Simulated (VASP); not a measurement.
Set up this calculation in VASP 6.6.1, as the native input.

```
Task                   : single point
Functional             : r2SCAN
Potentials or basis    : VASP PAW PBE potentials, release 64 (Zn, O)
Cutoff                 : 520 eV
k mesh                 : 10 × 10 × 10
Occupations            : gaussian, width 0.01 eV
Spin                   : no spin polarisation
Dipole correction      : no
Further INCAR settings : ALGO = Normal; EDIFF = 1e-07; NBANDS = 16
```

Crystal: ZnO.

```
Zn O
1.0
     0.00000    2.13377    2.13377
     2.13377    0.00000    2.13377
     2.13377    2.13377    0.00000
Zn O
1 1
Cartesian
  0.0000 0.0000 0.0000
  2.1338 2.1338 2.1338
```

The input as run:

POSCAR

```
ZnO
1.0
    0.0000000000      2.1337703864      2.1337703864
    2.1337703864      0.0000000000      2.1337703864
    2.1337703864      2.1337703864      0.0000000000
Zn O
1 1
Direct
    0.0000000000      0.0000000000      0.0000000000
    0.5000000000      0.5000000000      0.5000000000
```

INCAR.step1

```
SYSTEM = ZnO
ALGO     = Normal         ! electronic algorithm
EDIFF    = 1E-4           ! SCF threshold, eV
ENCUT    = 520            ! plane-wave cutoff, eV
GGA      = PE             ! functional
ISMEAR   = 0              ! smearing method
LASPH    = .TRUE.         ! aspherical terms in the spheres
LCHARG   = .FALSE.        ! write CHGCAR
LREAL    = .FALSE.        ! projectors in reciprocal space
LWAVE    = .TRUE.         ! write WAVECAR
NBANDS   = 16             ! bands
NELM     = 80             ! most SCF steps
PREC     = Accurate       ! precision mode
SIGMA    = 0.01           ! smearing width, eV
```

INCAR.step2

```
SYSTEM = ZnO
ALGO     = Normal         ! electronic algorithm
EDIFF    = 1E-7           ! SCF threshold, eV
ENCUT    = 520            ! plane-wave cutoff, eV
ISIF     = 2              ! what is computed and relaxed
ISMEAR   = 0              ! smearing method
ISTART   = 1            
LASPH    = .TRUE.         ! aspherical terms in the spheres
LCHARG   = .FALSE.        ! write CHGCAR
LMIXTAU  = .TRUE.       
LREAL    = .FALSE.        ! projectors in reciprocal space
LWAVE    = .FALSE.        ! write WAVECAR
METAGGA  = R2SCAN         ! meta-GGA
NBANDS   = 16             ! bands
NELM     = 80             ! most SCF steps
PREC     = Accurate       ! precision mode
SIGMA    = 0.01           ! smearing width, eV
```

KPOINTS

```
k-points
0
G
  10 10 10
  0 0 0
```

Potentials or basis: VASP PAW PBE potentials, release 64 (Zn, O).

The run is started by

```sh
$ cat potpaw_PBE.64/Zn/POTCAR potpaw_PBE.64/O/POTCAR > POTCAR
$ cp INCAR.step1 INCAR
$ mpirun -np 1 vasp_std > vasp.out
$ cp INCAR.step2 INCAR
$ mpirun -np 1 vasp_std > vasp.out
```

Results of the run:

The pressure is 1.5 GPa and the band gap on the k mesh is 1.55 eV, indirect (least direct gap 2.98 eV).

Caveat: the PAW data sets were made with another functional, which shifts forces and pressure a little.

Wall time 3.8 min on 1 thread of AMD EPYC 7R13 (shared host), peak memory 0.12 GiB.
